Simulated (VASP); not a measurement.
# Si (Im-3m) in VASP: notebook, part 2 of 2

VASP 6.6.1. Earlier steps stand in the parts before.

## 3. Relaxation of cell and atoms, PBE

This run uses another cell than the first one, of 15.33 Å³/atom.

The input, INCAR:

```
PREC = Accurate
ENCUT = 500
EDIFF = 1E-7
ISMEAR = -1
SIGMA = 0.05
LREAL = F
LASPH = T
NELM = 120
ALGO = Normal
ISIF = 3
LWAVE = F
LCHARG = F
GGA = PE
IBRION = 2
NSW = 60
EDIFFG = -0.01
GGA_COMPAT = F
NELMIN = 4
```

The input, KPOINTS:

```
regular mesh
0
Gamma
  11 11 11
```

The input, POSCAR:

```
Si
1.0
   -1.5650000000      1.5650000000      1.5650000000
    1.5650000000     -1.5650000000      1.5650000000
    1.5650000000      1.5650000000     -1.5650000000
Si
1
Direct
    0.0000000000      0.0000000000      0.0000000000
```

Potentials or basis: VASP PAW PBE potentials, release 64 (Si).

On the command line:

```sh
$ cat potpaw_PBE.64/Si/POTCAR > POTCAR
$ mpirun -np 1 vasp_std > vasp.out
```

OUTCAR:

```text
PREC = Accurate
   ENCUT = 500
   EDIFF = 1E-7
   ISMEAR = -1
   LREAL = F
   LASPH = T
   NELM = 120
   ISIF = 3
   GGA = PE
   IBRION = 2
   NSW = 60
   EDIFFG = -0.01
   NELMIN = 4

 ion  position               nearest neighbor table
   1  0.000  0.000  0.000-

  LATTYP: Found a body centered cubic cell.
 ALAT       =     3.1300000000

  Lattice vectors:

 A1 = (  -1.5650000000,   1.5650000000,   1.5650000000)
 A2 = (   1.5650000000,  -1.5650000000,   1.5650000000)
 A3 = (   1.5650000000,   1.5650000000,  -1.5650000000)

Analysis of symmetry for initial positions (statically):
=====================================================================
 Subroutine PRICEL returns:
 Original cell was already a primitive cell.

 Routine SETGRP: Setting up the symmetry group for a
 body centered cubic supercell.

 Subroutine GETGRP returns: Found 48 space group operations
 (whereof 48 operations were pure point group operations)
 out of a pool of 48 trial point group operations.

The static configuration has the point symmetry O_h .

Analysis of symmetry for dynamics (positions and initial velocities):
=====================================================================
 Subroutine PRICEL returns:
 Original cell was already a primitive cell.

 Routine SETGRP: Setting up the symmetry group for a
 body centered cubic supercell.

 Subroutine GETGRP returns: Found 48 space group operations
 (whereof 48 operations were pure point group operations)
 out of a pool of 48 trial point group operations.

The dynamic configuration has the point symmetry O_h .

 Subroutine INISYM returns: Found 48 space group operations
 (whereof 48 operations are pure point group operations),
 and found     1 'primitive' translations

----------------------------------------------------------------------------------------

                                     Primitive cell

  volume of cell :      15.3321

  direct lattice vectors                    reciprocal lattice vectors
    -1.565000000  1.565000000  1.565000000     0.000000000  0.319488818  0.319488818
     1.565000000 -1.565000000  1.565000000     0.319488818  0.000000000  0.319488818
     1.565000000  1.565000000 -1.565000000     0.319488818  0.319488818  0.000000000

  length of vectors
     2.710659514  2.710659514  2.710659514     0.451825419  0.451825419  0.451825419

  position of ions in fractional coordinates (direct lattice)
     0.000000000  0.000000000  0.000000000

  ion indices of the primitive-cell ions
   primitive index   ion index
                 1           1

----------------------------------------------------------------------------------------

 KPOINTS: regular mesh

Automatic generation of k-mesh.
 Grid dimensions read from file:
 generate k-points for:   11   11   11

 Generating k-lattice:

  Cartesian coordinates                     Fractional coordinates (reciprocal lattice)
     0.000000000  0.029044438  0.029044438     0.090909091  0.000000000  0.000000000
     0.029044438  0.000000000  0.029044438     0.000000000  0.090909091  0.000000000
     0.029044438  0.029044438  0.000000000     0.000000000  0.000000000  0.090909091

  Length of vectors
     0.041075038  0.041075038  0.041075038

  Shift w.r.t. Gamma in fractional coordinates (k-lattice)
     0.000000000  0.000000000  0.000000000

 Subroutine IBZKPT returns following result:
 ===========================================

 Found     56 irreducible k-points:

 Following reciprocal coordinates:
            Coordinates               Weight
  0.000000  0.000000  0.000000      1.000000
  0.090909  0.000000  0.000000     12.000000
  0.181818  0.000000  0.000000     12.000000
  0.272727  0.000000  0.000000     12.000000
  0.363636  0.000000  0.000000     12.000000
  0.454545  0.000000  0.000000     12.000000
[... 16 lines left out ...]
  0.272727  0.181818  0.090909     48.000000
  0.363636  0.181818  0.090909     24.000000
 [... further k-points ...]
   k-points           NKPTS =     56   k-points in BZ     NKDIM =     56   number of bands    NBANDS=      6
   number of dos      NEDOS =    301   number of ions     NIONS =      1
   total plane-waves  NPLWV =   8000
   dimension x,y,z NGX =    20 NGY =   20 NGZ =   20
   dimension x,y,z NGXF=    40 NGYF=   40 NGZF=   40
   ions per type =               1
   NGX,Y,Z   is equivalent  to a cutoff of  12.27, 12.27, 12.27 a.u.
   NGXF,Y,Z  is equivalent  to a cutoff of  24.53, 24.53, 24.53 a.u.
 SYSTEM =  unknown system
   PREC   = accura    normal or accurate (medium, high low for compatibility)
   ISTART =      0    job   : 0-new  1-cont  2-samecut
   ICHARG =      2    charge: 1-file 2-atom 10-const
   ISPIN  =      1    spin polarized calculation?
   LNONCOLLINEAR =      F non collinear calculations
   LSORBIT =      F    spin-orbit coupling
   LASPH  =      T    aspherical Exc in radial PAW
   ENCUT  =  500.0 eV  36.75 Ry    6.06 a.u.   4.94  4.94  4.94*2*pi/ulx,y,z
   NELM   =    120;   NELMIN=  4; NELMDL= -5     # of ELM steps
   EDIFF  = 0.1E-06   stopping-criterion for ELM
   LREAL  =      F    real-space projection
   EDIFFG = -.1E-01   stopping-criterion for IOM
   NSW    =     60    number of steps for IOM
   IBRION =      2    ionic relax: 0-MD 1-quasi-New 2-CG
   NFREE  =      1    steps in history (QN), initial steepest desc. (CG)
   ISIF   =      3    stress and relaxation
   ISYM   =      2    0-nonsym 1-usesym 2-fastsym
   POTIM  = 0.5000    time-step for ionic-motion
   TEBEG  =    0.0;   TEEND  =   0.0 temperature during run
   PSTRESS=    0.0 pullay stress
   NELECT =       4.0000    total number of electrons
   NUPDOWN=      -1.0000    fix difference up-down
   EMIN   =  10.00;   EMAX   =-10.00  energy-range for DOS
   EFERMI =   0.00;   METHOD = LEGACY
   ISMEAR =    -1;   SIGMA  =   0.05  broadening in eV -4-tet -1-fermi 0-gaus
   EFERMI_NEDOS =   21; number of points for ismear=-14 and -15
   IALGO  =     38    algorithm
   IMIX   =      4    mixing-type and parameters
     AMIX     =   0.40;   BMIX     =  1.00
     AMIX_MAG =   1.60;   BMIX_MAG =  1.00
  volume/ion in A,a.u.               =      15.33       103.47
  Fermi-wavevector in a.u.,A,eV,Ry     =   1.046069  1.976784 14.888327  1.094261
  Thomas-Fermi vector in A             =   2.180892
   LORBIT       =      0    0 simple, 1 ext, 2 COOP (PROOUT), +10 PAW based schemes
   GGA     = PE    functional components
   LHFCALC =     F    Hartree Fock is set to
   AEXX    =    0.0000 exact exchange contribution
   IVDW    =     0    specifies the selected vdW correction
   LEPSILON=     F    determine dielectric tensor
   LRPA    =     F    only Hartree local field effects (RPA)
 conjugate gradient relaxation of ions
 non-spin polarized calculation
  energy-cutoff  :      500.00
  volume of cell :       15.33
 maximum number of plane-waves:       402
   NGX =  9   NGY =  9   NGZ =  9

--------------------------------------- Ionic step        1  -------------------------------------------

 number of electron       4.0000000 magnetization

 Free energy of the ion-electron system (eV)
  ---------------------------------------------------
  ext. energy  EPLUGINS =         0.00000000
  ---------------------------------------------------
  free energy    TOTEN  =        -4.87661318 eV

  energy without entropy =       -4.87020789  energy(sigma->0) =       -4.87341054

------------------------ aborting loop because EDIFF is reached ----------------------------------------

  FORCE on cell =-STRESS in cart. coord.  units (eV):
  Direction    XX          YY          ZZ          XY          YZ          ZX
  --------------------------------------------------------------------------------------
  -------------------------------------------------------------------------------------
  Total       -0.4075645     -0.4075645     -0.4075645     -0.0000000      0.0000000      0.0000000
  in kB      -42.5896359    -42.5896359    -42.5896359     -0.0000000      0.0000000      0.0000000
  external PRESSURE =     -42.5896359 kB  Pullay stress =       0.0000000 kB
[... 22 lines left out ...]
--------------------------------------- Ionic step        2  -------------------------------------------

 number of electron       4.0000000 magnetization

 E-fermi :  10.0541     XC(G=0): -11.2035

 val. band max:       10.0248138220   @ k =   0.2727   0.1818   0.0909
 cond. band min:      10.1155444816   @ k =  -0.4545  -0.4545   0.1818
 fundamental gap:      0.0907306597
 Fermi energy:        10.0541109884

 k-point     1 :       0.0000    0.0000    0.0000
  band No.  band energies     occupation
      1      -4.2673      2.00000
      2      21.6166      0.00000
      3      21.6166      0.00000
      4      21.6166      0.00000
      5      22.6613      0.00000
      6      22.6613      0.00000
[... 241 lines left out ...]
--------------------------------------- Ionic step        3  -------------------------------------------

 number of electron       3.9999999 magnetization

 Free energy of the ion-electron system (eV)
  ---------------------------------------------------
  ext. energy  EPLUGINS =         0.00000000
  ---------------------------------------------------
  free energy    TOTEN  =        -4.88700244 eV

  energy without entropy =       -4.88132322  energy(sigma->0) =       -4.88416283

 E-fermi :   9.9268     XC(G=0): -11.1642

 val. band max:        9.8962592776   @ k =   0.2727   0.1818   0.0909
 cond. band min:       9.9867571241   @ k =  -0.4545  -0.4545   0.1818
 fundamental gap:      0.0904978465
 Fermi energy:         9.9267917370

 k-point     1 :       0.0000    0.0000    0.0000
  band No.  band energies     occupation
      1      -4.3061      2.00000
      2      21.3606      0.00000
      3      21.3606      0.00000
      4      21.3606      0.00000
      5      22.4894      0.00000
      6      22.4894      0.00000
[... 235 lines left out ...]
  FREE ENERGIE OF THE ION-ELECTRON SYSTEM (eV)
  ---------------------------------------------------
  free  energy   TOTEN  =        -4.8870024430 eV

  energy  without entropy=       -4.8813232192  energy(sigma->0) =       -4.88416283

 reached required accuracy - stopping structural energy minimisation
```

OSZICAR:

```text
N       E                     dE             d eps       ncg     rms          rms(c)
DAV:   1    -0.154146234285E+01   -0.15415E+01   -0.16903E+03   738   0.481E+02
DAV:   2    -0.485922313077E+01   -0.33178E+01   -0.31485E+01   978   0.411E+01
DAV:   3    -0.489314414865E+01   -0.33921E-01   -0.33765E-01   846   0.423E+00
[... 21 lines left out ...]
DAV:   2    -0.488706763374E+01    0.10681E-03   -0.59700E-05   786   0.799E-02    0.531E-02
DAV:   3    -0.488700334048E+01    0.64293E-04   -0.67330E-05   714   0.475E-02    0.165E-02
DAV:   4    -0.488700319960E+01    0.14089E-06   -0.18766E-07   954   0.502E-03    0.143E-02
DAV:   5    -0.488700235255E+01    0.84704E-06   -0.27368E-08   396   0.165E-03    0.347E-03
DAV:   6    -0.488700244296E+01   -0.90402E-07   -0.15364E-09   336   0.499E-04
   3 F= -.48870024E+01 E0= -.48841628E+01  d E =-.103893E-01
```

CONTCAR:

```text
Si
   1.00000000000000
    -1.5392288578031177    1.5392288578031177    1.5392288578031177
     1.5392288578031177   -1.5392288578031177    1.5392288578031177
     1.5392288578031177    1.5392288578031177   -1.5392288578031177
  Si
     1
Direct
     0.0000000000000000    0.0000000000000000    0.0000000000000000

  0.00000000E+00  0.00000000E+00  0.00000000E+00
```

It took 4 s on 1 thread of Intel Xeon 6975P-C (Granite Rapids), shared host; peak memory 0.12 GiB.

Results:

| Property | Result |
| --- | --- |
| Free energy | -4.8870 eV |
| Relaxed volume | 14.59 Å³/atom |
| Relaxed cell | a = 2.666 Å, b = 2.666 Å, c = 2.666 Å, α = 109.47°, β = 109.47°, γ = 109.47° |
| Space group after relaxing (to 0.1 Å) | Im-3m (No. 229) |
| Energy gained by relaxing | 10.4 meV/atom |
| Ionic steps | 3 |
| Pressure after relaxing | 0.0 GPa |
| Band gap on the k mesh | zero (bands 2 and 3 overlap by 15.37 eV) |

Step by step:
```csv
step,energy change (eV),largest force (eV/Å),pressure (GPa),volume (Å³)
1,0.0000,0.0000,-4.26,15.33
2,-0.0100,0.0000,0.97,14.45
3,-0.0104,0.0000,0.01,14.59
```

Final structure:
```yaml
crystal:
  lattice:
    - [-1.53923, 1.53923, 1.53923]
    - [1.53923, -1.53923, 1.53923]
    - [1.53923, 1.53923, -1.53923]
  atoms:
    - { symbol: Si, position: [0.00000, 0.00000, 0.00000] }
```

Levels at points of the mesh, in eV from the Fermi level:
| k point | band 1 | band 2 | band 3 | band 4 | band 5 | band 6 |
| --- | --- | --- | --- | --- | --- | --- |
| (0.00, 0.00, 0.00) | -14.23 | 11.43 | 11.43 | 11.43 | 12.56 | 12.56 |
